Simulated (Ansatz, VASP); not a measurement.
Two plane-wave programs on ZnC3

The input INCAR:

```
PREC = Accurate
ENCUT = 600
EDIFF = 1E-6
ISMEAR = 0
SIGMA = 0.1
LREAL = False
LASPH = True
NELM = 100
ALGO = Normal
ISIF = 3
LWAVE = False
LCHARG = False
GGA = PE
IBRION = 2
NSW = 100
EDIFFG = -0.01
```

The input KPOINTS:

```
Automatic mesh
0
Gamma
  10 10 10
```

File POSCAR:

```
ZnC3
1.0
    0.0000000000      3.4049907393      3.4049907393
    3.4049907393      0.0000000000      3.4049907393
    3.4049907393      3.4049907393      0.0000000000
Zn C
2 6
Direct
    0.5000000000      0.5000000000      0.5000000000
    0.7500000000      0.7500000000      0.7500000000
    0.1250000000      0.1250000000      0.1250000000
    0.1250000000      0.1250000000      0.6250000000
    0.1250000000      0.6250000000      0.1250000000
    0.6250000000      0.1250000000      0.1250000000
    0.2500000000      0.2500000000      0.2500000000
    0.0000000000      0.0000000000      0.0000000000
```

Input for Ansatz:

```yaml
crystal:
  lattice:
    - [0.0, 3.4049907393, 3.4049907393]
    - [3.4049907393, 0.0, 3.4049907393]
    - [3.4049907393, 3.4049907393, 0.0]
  atoms:
    - { symbol: Zn, position: [0.5, 0.5, 0.5] }
    - { symbol: Zn, position: [0.75, 0.75, 0.75] }
    - { symbol: C, position: [0.125, 0.125, 0.125] }
    - { symbol: C, position: [0.125, 0.125, 0.625] }
    - { symbol: C, position: [0.125, 0.625, 0.125] }
    - { symbol: C, position: [0.625, 0.125, 0.125] }
    - { symbol: C, position: [0.25, 0.25, 0.25] }
    - { symbol: C, position: [0.0, 0.0, 0.0] }
basis:
  ecutwfc: 420
kpoints:
  mp_grid: { grid: [10, 10, 10] }
hamiltonian:
  xc: pbe
scf:
  occupations: { method: gaussian, width: 0.1 }
output:
  forces: true
  stress: true
  eigenvalues: true
  write_density: true
  write_potential: true
  elf: true
  volumetric_format: npy
relax:
  adjacent_minimum: "off"
  f_tol: 0.01
  max_steps: 80
  cell: { stress_tol: 0.05 }
```

Alike in both runs: task relaxation of cell and atoms; functional PBE; k mesh 10 × 10 × 10; occupations gaussian, width 0.1 eV; no spin polarisation.

|  | VASP | Ansatz |
| --- | --- | --- |
| version | VASP 6.6.1 | Ansatz 0.2.0 |
| potentials or method | VASP PAW PBE potentials, release 64 (Zn, C), cutoff 600 eV | scalar-relativistic, plane waves, PAW |
| valence electrons in the cell | 48 | 48 |

```csv
,VASP,Ansatz,Ansatz less VASP
"gap on the k mesh at the Fermi level, each at its own relaxed structure (eV)",none,none,-
relaxed volume (Å³/atom),9.87,9.87,0.000
relaxed cell length with the largest relative difference (Å),4.815,4.815,0.0000
```

A gap of «none» marks a metal or a gap that the smearing closes.

Noted on VASP's run: the relaxation stopped at its first step, so nothing moved.
